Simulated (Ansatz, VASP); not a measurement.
**Bi: VASP beside Ansatz**

```
CELL_PARAMETERS angstrom
-1.98143 1.98143 1.98143
1.98143 -1.98143 1.98143
1.98143 1.98143 -1.98143
ATOMIC_POSITIONS crystal
Bi 0.00000 0.00000 0.00000
```

Alike in both runs: task single point; functional r2SCAN; k mesh 8 × 8 × 8; occupations gaussian, width 0.05 eV; no spin polarisation.

|  | VASP | Ansatz |
| --- | --- | --- |
| version | VASP 6.6.1 | Ansatz 0.2.0 |
| potentials or method | VASP PAW PBE potentials, release 64 (Bi_d), cutoff 520 eV | plane waves, PAW |
| valence electrons in the cell | 15 | 15 |

|  | VASP | Ansatz | Ansatz less VASP |
| --- | --- | --- | --- |
| pressure (GPa) | -0.2 | -0.1 | +0.05 |

VASP's potentials were made for PBE, not for r2SCAN.

Neither program's run includes spin-orbit coupling.
